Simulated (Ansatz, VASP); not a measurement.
## MnO: VASP beside Ansatz

The input INCAR:

```
SYSTEM = MnO
PREC = Accurate
ENCUT = 520
EDIFF = 1E-6
ISMEAR = 0
SIGMA = 0.05
LREAL = .False.
LASPH = .True.
NELM = 100
ALGO = Normal
ISIF = 2
LWAVE = .False.
LCHARG = .False.
GGA = PE
NBANDS = 16
```

Contents of KPOINTS:

```
Automatic mesh
0
Gamma
  14 14 14
  0 0 0
```

File POSCAR:

```
MnO
1.0
    0.0000000000      2.0373341943      2.0373341943
    2.0373341943      0.0000000000      2.0373341943
    2.0373341943      2.0373341943      0.0000000000
Mn O
1 1
Direct
    0.0000000000      0.0000000000      0.0000000000
    0.5000000000      0.5000000000      0.5000000000
```

Input for Ansatz:

```yaml
crystal:
  lattice:
    - [0.0, 2.0373341943, 2.0373341943]
    - [2.0373341943, 0.0, 2.0373341943]
    - [2.0373341943, 2.0373341943, 0.0]
  atoms:
    - { symbol: Mn, position: [0.0, 0.0, 0.0] }
    - { symbol: O, position: [0.5, 0.5, 0.5] }
basis:
  ecutwfc: 420
  ecutrho_ratio: 4
kpoints:
  mp_grid: { grid: [14, 14, 14] }
hamiltonian:
  xc: pbe
scf:
  occupations: { method: gaussian, width: 0.05 }
output:
  forces: true
  stress: true
  eigenvalues: true
```

Alike in both runs: task single point; functional PBE; k mesh 14 × 14 × 14; occupations gaussian, width 0.05 eV; no spin polarisation.

|  | VASP | Ansatz |
| --- | --- | --- |
| version | VASP 6.6.1 | Ansatz 0.2.0 |
| potentials or method | VASP PAW PBE potentials, release 64 (Mn_pv, O), cutoff 520 eV | scalar-relativistic, plane waves, PAW |
| valence electrons in the cell | 19 | 21 |

```tsv
	VASP	Ansatz	Ansatz less VASP
gap on the k mesh at the Fermi level (eV)	none	none	-
pressure (GPa)	6.2	5.2	-1.04
```

A gap of «none» marks a metal or a gap that the smearing closes. With one functional, cell and mesh, what is left measures potentials, basis and numerics. VASP's potentials hold 19 valence electrons a cell and Ansatz's 21, so a difference there can come from the potentials and not from the codes.
